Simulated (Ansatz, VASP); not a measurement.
One calculation of GaS3, two programs

```xyz
4
Lattice="4.1101 0.0000 0.0000 0.0000 4.1101 0.0000 0.0000 0.0000 4.1101" Properties=species:S:1:pos:R:3 pbc="T T T"
Ga    0.0000    0.0000    0.0000
S     2.0551    2.0551    0.0000
S     2.0551    0.0000    2.0551
S     0.0000    2.0551    2.0551
```

Change from the starting cell: species swapped into the MgZr3 type (Pm-3m, No. 221).

Alike in both runs: functional PBE; k mesh 4 × 4 × 4; occupations gaussian, width 0.1 eV; no spin polarisation.

Ansatz relaxed the structure, and its values are those at the end. VASP's run is a single point on that final structure, the one shown.

|  | VASP | Ansatz |
| --- | --- | --- |
| version | VASP 6.6.1 | Ansatz 0.2.0 |
| potentials or method | VASP PAW PBE potentials, release 64 (Ga_d, S), cutoff 520 eV | scalar-relativistic, plane waves, PAW |
| valence electrons in the cell | 31 | 31 |

|  | VASP | Ansatz | Ansatz less VASP |
| --- | --- | --- | --- |
| gap on the k mesh at the Fermi level (eV) | none | none | - |
| pressure (GPa) | -0.1 | 0.0 | +0.04 |

A gap of «none» marks a metal or a gap that the smearing closes.

The k mesh is coarse, so the values compare programs but aren't converged.
